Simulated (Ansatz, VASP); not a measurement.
**One calculation of Cs, two programs**

```
Cs
1.0
    -3.13554    3.13554    3.13554
     3.13554   -3.13554    3.13554
     3.13554    3.13554   -3.13554
Cs
1
Direct
  0.00000 0.00000 0.00000
```

Alike in both runs: functional r2SCAN; k mesh 12 × 12 × 12; occupations fermi-dirac, width 0.05 eV; no spin polarisation.

Ansatz relaxed the structure, and its values are those at the end. VASP's run is a single point on that final structure, the one shown.

|  | VASP | Ansatz |
| --- | --- | --- |
| version | VASP 6.6.1 | Ansatz 0.2.0 |
| potentials or method | VASP PAW PBE potentials, release 64 (Cs_sv) | PAW with Ansatz's default frozen-core files, scalar-relativistic |
| plane-wave cutoff (eV) | 520 | 500 |
| valence electrons in the cell | 9 | 9 |

|  | VASP | Ansatz | Ansatz less VASP |
| --- | --- | --- | --- |
| pressure (GPa) | 0.0 | 0.0 | 0.00 |

VASP's potentials were made for PBE, not for r2SCAN.

Neither program's run includes spin-orbit coupling.
